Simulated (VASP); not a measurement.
# HfO2 in VASP: a series of runs, part 2 of 2

VASP 6.6.1.

### 3 Electric field gradients, PBE

This run uses another cell than the first one, of 11.15 Å³/atom, 0.943 times its volume.

The input, INCAR:

```
SYSTEM = HfO2
PREC = Accurate
ENCUT = 520
EDIFF = 1E-8
ISMEAR = -1
SIGMA = 0.01
LREAL = .FALSE.
LASPH = .TRUE.
NELM = 80
ALGO = Normal
ISIF = 2
LWAVE = .FALSE.
LCHARG = .FALSE.
GGA = PE
LEFG = .TRUE.
NBANDS = 18
```

The input, KPOINTS:

```
Automatic mesh
0
G
  9 9 9
  0 0 0
```

The input, POSCAR:

```
HfO2
1.0
    0.0000000000      2.5575000000      2.5575000000
    2.5575000000      0.0000000000      2.5575000000
    2.5575000000      2.5575000000      0.0000000000
Hf O
1 2
Direct
    0.0000000000      0.0000000000      0.0000000000
    0.2500000000      0.2500000000      0.2500000000
    0.7500000000      0.7500000000      0.7500000000
```

Potentials or basis: VASP PAW PBE potentials, release 64 (Hf_pv, O).

Run with:

```bash
> cat potpaw_PBE.64/Hf_pv/POTCAR potpaw_PBE.64/O/POTCAR > POTCAR
> mpirun -np 1 vasp_std > vasp.out
```

OUTCAR:

```text
SYSTEM = HfO2
   PREC = Accurate
   ENCUT = 520
   EDIFF = 1E-8
   ISMEAR = -1
   LREAL = .FALSE.
   LASPH = .TRUE.
   NELM = 80
   ISIF = 2
   GGA = PE

 ion  position               nearest neighbor table
   1  0.000  0.000  0.000-   3 2.21   3 2.21   3 2.21   2 2.21   3 2.21   2 2.21   2 2.21   2 2.21

   2  0.250  0.250  0.250-   1 2.21   1 2.21   1 2.21   1 2.21
   3  0.750  0.750  0.750-   1 2.21   1 2.21   1 2.21   1 2.21

  LATTYP: Found a face centered cubic cell.
 ALAT       =     5.1150000000

  Lattice vectors:

 A1 = (   0.0000000000,   2.5575000000,   2.5575000000)
 A2 = (   2.5575000000,   0.0000000000,   2.5575000000)
 A3 = (   2.5575000000,   2.5575000000,   0.0000000000)

Analysis of symmetry for initial positions (statically):
=====================================================================
 Subroutine PRICEL returns:
 Original cell was already a primitive cell.

 Routine SETGRP: Setting up the symmetry group for a
 face centered cubic supercell.

 Subroutine GETGRP returns: Found 48 space group operations
 (whereof 48 operations were pure point group operations)
 out of a pool of 48 trial point group operations.

The static configuration has the point symmetry O_h .

Analysis of symmetry for dynamics (positions and initial velocities):
=====================================================================
 Subroutine PRICEL returns:
 Original cell was already a primitive cell.

 Routine SETGRP: Setting up the symmetry group for a
 face centered cubic supercell.

 Subroutine GETGRP returns: Found 48 space group operations
 (whereof 48 operations were pure point group operations)
[... 160 lines left out ...]
      1     -25.7560      2.00000
      2     -25.7560      2.00000
      3     -25.7560      2.00000
      4     -14.5139      2.00000
      5     -11.6117      2.00000
      6      -1.1272      2.00000
[... 481 lines left out ...]
      5     -12.5659      2.00000
      6      -2.1106      2.00000
[... 10 lines left out ...]
     17      15.8278      0.00000
     18      17.3610      0.00000

 [... further k-points ...]
[... 5 lines left out ...]
  --------------------------------------------------------------------------------------
  -------------------------------------------------------------------------------------
  Total       -1.2524616     -1.2524616     -1.2524616      0.0000000      0.0000000     -0.0000000
  in kB      -59.9788423    -59.9788423    -59.9788423      0.0000000      0.0000000     -0.0000000
  external PRESSURE =     -59.9788423 kB  Pullay stress =       0.0000000 kB

 VOLUME and BASIS-vectors are now :
 -----------------------------------------------------------------------------
  energy-cutoff  :      520.00
  volume of cell :       33.46
      direct lattice vectors                 reciprocal lattice vectors
     0.000000000  2.557500000  2.557500000    -0.195503421  0.195503421  0.195503421
     2.557500000  0.000000000  2.557500000     0.195503421 -0.195503421  0.195503421
     2.557500000  2.557500000  0.000000000     0.195503421  0.195503421 -0.195503421

 POSITION                                       TOTAL-FORCE (eV/Angst)
 -----------------------------------------------------------------------------------
      0.00000      0.00000      0.00000        -0.000000     -0.000000     -0.000000
      1.27875      1.27875      1.27875         0.000000      0.000000      0.000000
      3.83625      3.83625      3.83625         0.000000     -0.000000     -0.000000
 -----------------------------------------------------------------------------------
    total drift:                                0.000000      0.000000      0.000000

  FREE ENERGIE OF THE ION-ELECTRON SYSTEM (eV)
  ---------------------------------------------------
  free  energy   TOTEN  =       -30.2335606954 eV

  energy  without entropy=      -30.2335606954  energy(sigma->0) =      -30.23356070

 Electric field gradients (V/A^2)
---------------------------------------------------------------------
 ion       V_xx      V_yy      V_zz      V_xy      V_xz      V_yz
---------------------------------------------------------------------
   1       0.000    -0.000    -0.000    -0.000    -0.000    -0.000
   2       0.000     0.000    -0.000    -0.001    -0.001    -0.001
   3      -0.000     0.000    -0.000    -0.001    -0.001    -0.001
---------------------------------------------------------------------

 Electric field gradients after diagonalization (V/A^2)
 (convention: |V_zz| > |V_xx| > |V_yy|)
----------------------------------------------------------------------
 ion       V_xx      V_yy      V_zz     asymmetry (V_yy - V_xx)/ V_zz
----------------------------------------------------------------------
   1       0.000     0.000    -0.000       0.000
   2       0.001     0.001    -0.002       0.000
   3       0.001     0.001    -0.002       0.000
----------------------------------------------------------------------

           NMR quadrupolar parameters

 Cq : quadrupolar parameter    Cq=e*Q*V_zz/h
 eta: asymmetry parameters     (V_yy - V_xx)/ V_zz
 Q  : nuclear electric quadrupole moment in mb (millibarn)
----------------------------------------------------------------------
 ion       Cq(MHz)       eta       Q (mb)
----------------------------------------------------------------------
   1      -0.000       0.000       1.000
   2      -0.000       0.000       1.000
   3      -0.000       0.000       1.000
----------------------------------------------------------------------
```

OSZICAR:

```text
N       E                     dE             d eps       ncg     rms          rms(c)
DAV:   1     0.944125312521E+02    0.94413E+02   -0.12586E+04  1260   0.120E+03
DAV:   2    -0.318320641370E+02   -0.12624E+03   -0.12269E+03  1596   0.287E+02
DAV:   3    -0.360371825209E+02   -0.42051E+01   -0.41883E+01  1460   0.468E+01
DAV:   4    -0.360632921359E+02   -0.26110E-01   -0.26101E-01  1516   0.410E+00
DAV:   5    -0.360634686891E+02   -0.17655E-03   -0.17655E-03  1446   0.313E-01    0.453E+01
DAV:   6    -0.303827339531E+02    0.56807E+01   -0.20714E+01  1288   0.321E+01    0.399E+01
DAV:   7    -0.302761892153E+02    0.10654E+00   -0.68149E-01  1428   0.678E+00    0.285E+01
DAV:   8    -0.302597487300E+02    0.16440E-01   -0.34450E-01  1368   0.529E+00    0.101E+01
DAV:   9    -0.302331816875E+02    0.26567E-01   -0.75488E-02  1334   0.235E+00    0.271E+00
DAV:  10    -0.302335132304E+02   -0.33154E-03   -0.34876E-03  1400   0.448E-01    0.139E-01
DAV:  11    -0.302335444534E+02   -0.31223E-04   -0.19193E-04  1460   0.115E-01    0.225E-01
DAV:  12    -0.302335595374E+02   -0.15084E-04   -0.41559E-05  1372   0.429E-02    0.116E-02
DAV:  13    -0.302335604978E+02   -0.96041E-06   -0.14053E-06  1504   0.878E-03    0.286E-03
DAV:  14    -0.302335607281E+02   -0.23030E-06   -0.22626E-07  1390   0.312E-03    0.241E-03
DAV:  15    -0.302335607033E+02    0.24790E-07   -0.89783E-09  1312   0.611E-04    0.282E-04
DAV:  16    -0.302335606954E+02    0.78660E-08   -0.77192E-10   820   0.213E-04
   1 F= -.30233561E+02 E0= -.30233561E+02  d E =-.665837E-13
```

stdout:

```text
POSCAR found type information on POSCAR HfO
 POSCAR found :  2 types and       3 ions
 scaLAPACK will be used
 LDA part: xc-table for (Slater+PW92), standard interpolation
 POSCAR, INCAR and KPOINTS ok, starting setup
 FFT: planning ... GRIDC
 FFT: planning ... GRID_SOFT
 FFT: planning ... GRID
 WAVECAR not read
 entering main loop
ion   1

ion   2

ion   3
```

It took 14 s on 1 thread of Intel Xeon Platinum 8488C (Sapphire Rapids), shared host; peak memory 0.16 GiB.

What came out:

```yaml
Free_energy: -30.2336 eV
Pressure: -6.0 GPa
Band_gap_on_the_k_mesh: 3.84 eV, indirect (least direct gap 3.95 eV)
```

Caveat: without QUAD_EFG the Cq values of the log hold for a quadrupole moment of 1 mb, not for the nuclei; spin-orbit coupling is left out, which moves the levels of the heavy elements.

### 4 Electric field gradients, PBE (equal xx and yy strain of -3 %)

The input, INCAR:

```
SYSTEM = HfO2
PREC = Accurate
ENCUT = 520
EDIFF = 1E-8
ISMEAR = -1
SIGMA = 0.01
LREAL = .False.
LASPH = .True.
NELM = 80
ALGO = Normal
ISIF = 2
LWAVE = .False.
LCHARG = .False.
GGA = PE
LEFG = .True.
NBANDS = 18
```

The input, KPOINTS:

```
Automatic mesh
0
Gamma
  9 9 9
  0 0 0
```

The input, POSCAR:

```
HfO2
1.0
    0.0000000000      2.4807750000      2.5575000000
    2.4807750000      0.0000000000      2.5575000000
    2.4807750000      2.4807750000      0.0000000000
Hf O
1 2
Direct
    0.0000000000      0.0000000000      0.0000000000
    0.2500000000      0.2500000000      0.2500000000
    0.7500000000      0.7500000000      0.7500000000
```

Potentials or basis: VASP PAW PBE potentials, release 64 (Hf_pv, O).

Run with:

```bash
> cat potpaw_PBE.64/Hf_pv/POTCAR potpaw_PBE.64/O/POTCAR > POTCAR
> mpirun -np 1 vasp_std > vasp.out
```

OUTCAR:

```text
SYSTEM = HfO2
   PREC = Accurate
   ENCUT = 520
   EDIFF = 1E-8
   ISMEAR = -1
   LREAL = .False.
   LASPH = .True.
   NELM = 80
   ISIF = 2
   GGA = PE

 ion  position               nearest neighbor table
   1  0.000  0.000  0.000-   3 2.17   3 2.17   3 2.17   2 2.17   3 2.17   2 2.17   2 2.17   2 2.17

   2  0.250  0.250  0.250-   1 2.17   1 2.17   1 2.17   1 2.17
   3  0.750  0.750  0.750-   1 2.17   1 2.17   1 2.17   1 2.17

  LATTYP: Found a body centered tetragonal cell.
 ALAT       =     3.5083456502
 C/A-ratio  =     1.4579521262

  Lattice vectors:

[... 722 lines left out ...]

  energy  without entropy=      -30.1828489886  energy(sigma->0) =      -30.18284899

 Electric field gradients (V/A^2)
---------------------------------------------------------------------
 ion       V_xx      V_yy      V_zz      V_xy      V_xz      V_yz
---------------------------------------------------------------------
   1      15.460    15.460   -30.920     0.001     0.000     0.000
   2      -5.374    -5.374    10.747    -0.003    -0.002    -0.002
   3      -5.374    -5.374    10.747    -0.003    -0.002    -0.002
---------------------------------------------------------------------

 Electric field gradients after diagonalization (V/A^2)
 (convention: |V_zz| > |V_xx| > |V_yy|)
----------------------------------------------------------------------
 ion       V_xx      V_yy      V_zz     asymmetry (V_yy - V_xx)/ V_zz
----------------------------------------------------------------------
   1      15.461    15.459   -30.920       0.000
   2      -5.377    -5.370    10.747       0.001
   3      -5.377    -5.370    10.747       0.001
----------------------------------------------------------------------

           NMR quadrupolar parameters

 Cq : quadrupolar parameter    Cq=e*Q*V_zz/h
 eta: asymmetry parameters     (V_yy - V_xx)/ V_zz
 Q  : nuclear electric quadrupole moment in mb (millibarn)
----------------------------------------------------------------------
 ion       Cq(MHz)       eta       Q (mb)
----------------------------------------------------------------------
   1      -0.075       0.000       1.000
   2       0.026       0.001       1.000
   3       0.026       0.001       1.000
----------------------------------------------------------------------
```

Wall time 30 s (1 thread of AMD EPYC 9R45 (Zen 5), shared host); peak memory 0.15 GiB.

Results:

| Quantity | Value |
| --- | --- |
| Free energy | -30.1828 eV |
| Pressure | 9.8 GPa |
| Band gap on the k mesh | 3.67 eV, indirect (least direct gap 3.96 eV) |

Electric field gradients, principal values (V/Å²):
| atom | least | middle | greatest (by size) |
| --- | --- | --- | --- |
| 1 Hf | 15.459 | 15.461 | -30.920 |
| 2 O | -5.370 | -5.377 | 10.747 |
| 3 O | -5.370 | -5.377 | 10.747 |

Caveat: the cell differs from its parent crystal (equal xx and yy strain of -3 %); without QUAD_EFG the Cq values of the log hold for a quadrupole moment of 1 mb, not for the nuclei; spin-orbit coupling is left out, which moves the levels of the heavy elements. A k mesh can miss the band edges.

### 5 Overview

| cell | gap on the mesh (eV) | pressure (GPa) |
| --- | --- | --- |
| a = 3.688 Å, angles 60.0°, 3 atoms | 3.66 | -17.6 |
| a = 3.617 Å, angles 60.0°, 3 atoms | 3.84 | -6.0 |
| a = 3.563, b = 3.563, c = 3.508 Å, angles 60.5, 60.5, 59.0°, 3 atoms | 3.67 | 9.8 |

Alike in all rows: task electric field gradients; level PBE; potentials or basis VASP PAW PBE potentials, release 64 (Hf_pv, O); no spin polarisation; k mesh 9 × 9 × 9; cutoff (eV) 520; smearing fermi-dirac 0.01 eV.

Caveats: spin-orbit coupling is left out, which moves the levels of the heavy elements.

Total energies depend on the potentials used, so only differences within one code and one set of settings carry meaning.
